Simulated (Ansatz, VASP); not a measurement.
## Two plane-wave programs on GaN

File POSCAR:

```
GaN
1.0
    0.0000000000      2.2535006075      2.2535006075
    2.2535006075      0.0000000000      2.2535006075
    2.2535006075      2.2535006075      0.0000000000
Ga N
1 1
Direct
    0.0000000000      0.0000000000      0.0000000000
    0.2500000000      0.2500000000      0.2500000000
```

INCAR.step1

```
ALGO = Normal ; EDIFF = 1E-5
ENCUT = 520 ; GGA = PE
ISIF = 2 ; ISMEAR = -1
LASPH = True ; LREAL = False
LWAVE = True ; NBANDS = 16
NELM = 60 ; PREC = Accurate
SIGMA = 0.05
```

INCAR.step2

```
AEXX = 0.25 ; ALGO = Normal
EDIFF = 1E-6 ; ENCUT = 520
GGA = PE ; ISIF = 2
ISMEAR = -1 ; ISTART = 1
LASPH = True ; LCHARG = True
LELF = True ; LHFCALC = True
LREAL = False ; LVHAR = True
LWAVE = False ; NBANDS = 16
NELM = 60 ; PREC = Accurate
PRECFOCK = Normal ; SIGMA = 0.05
```

Contents of KPOINTS:

```
k-points
0
Gamma
  5 5 5
```

Contents of input.yaml:

```yaml
crystal:
  lattice:
    - [0.0, 2.2535006075, 2.2535006075]
    - [2.2535006075, 0.0, 2.2535006075]
    - [2.2535006075, 2.2535006075, 0.0]
  atoms:
    - { symbol: Ga, position: [0.0, 0.0, 0.0] }
    - { symbol: "N", position: [0.25, 0.25, 0.25] }
hamiltonian:
  xc: pbe0
  pseudopotentials: { kind: paw }
kpoints:
  mp_grid: { grid: [5, 5, 5] }
  band_path:
    path:
      - [[0.0, 0.0, 0.0], [0.5, 0.0, 0.5], [0.5, 0.25, 0.75], [0.375, 0.375, 0.75], [0.0, 0.0, 0.0], [0.5, 0.5, 0.5], [0.625, 0.25, 0.625], [0.5, 0.25, 0.75], [0.5, 0.5, 0.5], [0.375, 0.375, 0.75]]
      - [[0.625, 0.25, 0.625], [0.5, 0.0, 0.5]]
    npoints: 4
scf:
  occupations: { method: fermi_dirac, width: 0.05 }
  n_extra_bands: 6
output:
  forces: true
  stress: true
  eigenvalues: true
  fatbands: false
```

Alike in both runs: functional PBE0; k mesh 5 × 5 × 5; occupations fermi-dirac, width 0.05 eV; no spin polarisation.

|  | VASP | Ansatz |
| --- | --- | --- |
| version | VASP 6.6.1 | Ansatz 0.2.0 |
| potentials or method | VASP PAW PBE potentials, release 64 (Ga_d, N) | Ansatz PAW |
| plane-wave cutoff (eV) | 520 | 420 |
| valence electrons in the cell | 18 | 18 |
| task | single point | band structure |

Ansatz gave:

* gap on the k mesh at the Fermi level (eV): 3.68
* least direct gap on the mesh (eV): 3.68
* pressure (GPa): -1.4

Task: Estimate VASP's values.

Result: gap on the k mesh at the Fermi level (eV): 3.73; least direct gap on the mesh (eV): 3.73; pressure (GPa): -1.4.

The k mesh is coarse, so the values compare programs but aren't converged.
